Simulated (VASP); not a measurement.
## BaTiO3: relaxation of cell and atoms with PBE

The system is BaTiO3.

```xyz
5
Lattice="3.9998 0.0000 0.0000 0.0000 3.9998 0.0000 0.0000 0.0000 4.0180" Properties=species:S:1:pos:R:3 pbc="T T T"
Ba    0.0000    0.0000    0.0000
Ti    1.9999    1.9999    1.9688
O     1.9999    1.9999    0.0763
O     1.9999    0.0000    2.0773
O     0.0000    1.9999    2.0773
```

- Program: VASP 6.6.1
- Task: relaxation of cell and atoms
- Functional: PBE
- Potentials or basis: VASP PAW PBE potentials, release 64 (Ba_sv, Ti_sv, O)
- Cutoff: 600 eV
- k mesh: 6 × 6 × 6
- Occupations: gaussian, width 0.01 eV
- Spin: no spin polarisation
- Dipole correction: no
- Further INCAR settings: ALGO = Normal; EDIFF = 1e-07; IBRION = 2; EDIFFG = -0.02; NSW = 80; ISIF = 3

```json
{
 "Relaxed volume": "13.47 Å³/atom",
 "Relaxed cell": "a = 3.998 Å, b = 3.998 Å, c = 4.212 Å, α = 90.00°, β = 90.00°, γ = 90.00°",
 "Space group after relaxing (to 0.05 Å)": "P4mm (No. 99)",
 "Energy gained by relaxing": "11.3 meV/atom",
 "Ionic steps": "14",
 "Pressure after relaxing": "0.0 GPa",
 "Largest force after relaxing": "0.013 eV/Å",
 "Band gap on the k mesh": "1.77 eV, indirect (least direct gap 2.33 eV)"
}
```

Forces on the atoms (eV/Å):
```
Ba   0.000  0.000 -0.004
Ti   0.000  0.000  0.002
O    0.000  0.000  0.013
O    0.000  0.000 -0.005
O    0.000  0.000 -0.005
```

Stress tensor (GPa, compression positive):
```
-0.04  0.00  0.00
 0.00 -0.04  0.00
 0.00  0.00  0.10
```

The path:
```csv
step,energy change (eV),largest force (eV/Å),pressure (GPa),volume (Å³)
1,0.0000,0.2781,4.05,64.28
2,-0.0135,0.4561,-3.16,67.35
3,-0.0242,0.3771,-0.44,66.09
4,-0.0339,0.2265,-0.19,66.20
5,-0.0402,0.1162,0.41,66.37
6,-0.0465,0.1170,0.04,66.75
7,-0.0507,0.1751,-0.44,67.44
8,-0.0538,0.1314,0.31,67.10
9,-0.0540,0.1169,0.56,66.99
10,-0.0559,0.1112,-0.09,67.28
11,-0.0559,0.1277,-0.20,67.33
12,-0.0562,0.0876,0.20,67.29
13,-0.0565,0.0282,0.04,67.31
14,-0.0566,0.0131,0.01,67.34
```

Final structure:
```
CELL_PARAMETERS angstrom
3.99832 0.00000 0.00000
0.00000 3.99832 0.00000
0.00000 0.00000 4.21239
ATOMIC_POSITIONS crystal
Ba 0.00000 0.00000 0.99120
Ti 0.50000 0.50000 0.47221
O 0.50000 0.50000 0.04075
O 0.50000 0.00000 0.51942
O 0.00000 0.50000 0.51942
```

Levels at points of the mesh, in eV from the valence-band top:
```csv
k point,band 16,band 17,band 18,band 19,band 20,band 21,band 22,band 23,band 24
"(0.00, 0.00, 0.00)",-1.72,-1.31,-0.93,-0.57,-0.57,1.77,2.39,2.39,3.93
"(0.50, 0.00, 0.00)",-1.96,-1.95,-1.71,-1.57,-1.34,2.46,3.37,3.48,4.01
"(0.50, 0.50, 0.00)",-2.96,-2.05,-1.18,-1.18,-0.06,3.51,3.51,3.85,4.04
"(0.00, 0.00, 0.50)",-2.17,-2.06,-1.97,-0.74,-0.74,1.89,3.38,3.38,3.94
"(0.50, 0.00, 0.50)",-2.59,-1.86,-1.18,-1.09,-0.52,3.39,3.42,3.66,4.69
"(0.50, 0.50, 0.50)",-2.64,-2.64,-0.46,-0.46,0.00,3.89,3.89,4.00,5.89
```

Wall time 9.8 min on 1 thread of Intel(R) Xeon(R) Platinum 8488C (Sapphire Rapids), on a shared host, peak memory 0.23 GiB.

Caveat: spin-orbit coupling is left out, which moves the levels of the heavy elements. A k mesh can miss the band edges.
